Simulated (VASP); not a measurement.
Input of a VASP 6.6.1 run:

Contents of INCAR:

```
SYSTEM = MgO
  PREC = Accurate
  ENCUT = 520
  EDIFF = 1E-7
  ISMEAR = 0
  SIGMA = 0.05
  LREAL = .False.
  LASPH = .True.
  NELM = 60
  ALGO = Normal
  ISIF = 2
  LWAVE = .False.
  LCHARG = .False.
  GGA = PE
  NBANDS = 26
```

Contents of KPOINTS:

```
regular mesh
0
Gamma
  6 6 6
  0 0 0
```

Contents of POSCAR:

```
MgO
1.0
    4.2538458108      0.0000000000      0.0000000000
    0.0000000000     -4.2538458108      0.0000000000
    0.0000000000      0.0000000000     -4.2538458108
Mg O
4 4
Direct
    0.0000000000      0.0000000000      0.0000000000
    0.5000000000      0.5000000000      0.0000000000
    0.5000000000      0.0000000000      0.5000000000
    0.0000000000      0.5000000000      0.5000000000
    0.4823688955      0.0000000000      0.0000000000
    0.0000000000      0.5000000000      0.0000000000
    0.0000000000      0.0000000000      0.5000000000
    0.5000000000      0.5000000000      0.5000000000
```

Potentials or basis: VASP PAW PBE potentials, release 64 (Mg, O).

Run with:

```bash
$ cat potpaw_PBE.64/Mg/POTCAR potpaw_PBE.64/O/POTCAR > POTCAR
$ mpirun -np 1 vasp_std > vasp.out
```

(1) What does it give for the band gap on the k mesh?

(2) Predict the pressure.

Results:

(1) 4.43 eV.

(2) -0.6 GPa.

Caveat: the cell differs from its parent crystal (atom 5 (O) moved +0.075 Å towards its neighbour atom 1 (Mg) at 2.127 Å).
